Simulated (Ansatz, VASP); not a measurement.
**Ta: VASP beside Ansatz**

Contents of INCAR:

```
PREC = Accurate
ENCUT = 520
EDIFF = 1E-6
ISMEAR = 0
SIGMA = 0.15
LREAL = F
LASPH = T
NELM = 60
ALGO = Fast
ISIF = 2
LWAVE = F
LCHARG = F
GGA = PS
NBANDS = 12
```

File KPOINTS:

```
Automatic mesh
0
Gamma
  20 20 20
```

POSCAR

```
Ta
1.0
   -1.7173312000      1.7173312000      1.7833824000
    1.7173312000     -1.7173312000      1.7833824000
    1.7173312000      1.7173312000     -1.7833824000
Ta
1
Direct
    0.0000000000      0.0000000000      0.0000000000
```

Input for Ansatz:

```yaml
crystal:
  lattice:
    - [-1.7173312, 1.7173312, 1.7833824]
    - [1.7173312, -1.7173312, 1.7833824]
    - [1.7173312, 1.7173312, -1.7833824]
  atoms:
    - { symbol: Ta, position: [0.0, 0.0, 0.0] }
basis:
  ecutwfc: 420
kpoints:
  mp_grid: { grid: [20, 20, 20] }
hamiltonian:
  xc: pbesol
scf:
  occupations: { method: gaussian, width: 0.15 }
output:
  forces: true
  stress: true
  eigenvalues: true
```

Change from the starting cell: strain +0.040 along x and y, +0.080 along z, atoms carried along.

Alike in both runs: task single point; functional PBEsol; k mesh 20 × 20 × 20; occupations gaussian, width 0.15 eV; no spin polarisation.

|  | VASP | Ansatz |
| --- | --- | --- |
| version | VASP 6.6.1 | Ansatz 0.2.0 |
| potentials or method | VASP PAW PBE potentials, release 64 (Ta_pv), cutoff 520 eV | scalar-relativistic, plane waves, PAW |
| valence electrons in the cell | 11 | 13 |

|  | VASP | Ansatz | Ansatz less VASP |
| --- | --- | --- | --- |
| gap on the k mesh at the Fermi level (eV) | none | none | - |
| pressure (GPa) | -25.9 | -25.9 | +0.03 |
| traceless stress, the component that is largest in VASP (GPa) | -1.60 | -1.60 | +0.001 |

VASP's potentials were made for PBE, not for PBEsol. A gap of «none» marks a metal or a gap that the smearing closes. VASP's potentials hold 11 valence electrons a cell and Ansatz's 13, so a difference there can come from the potentials and not from the codes.

Spin-orbit coupling is off throughout.
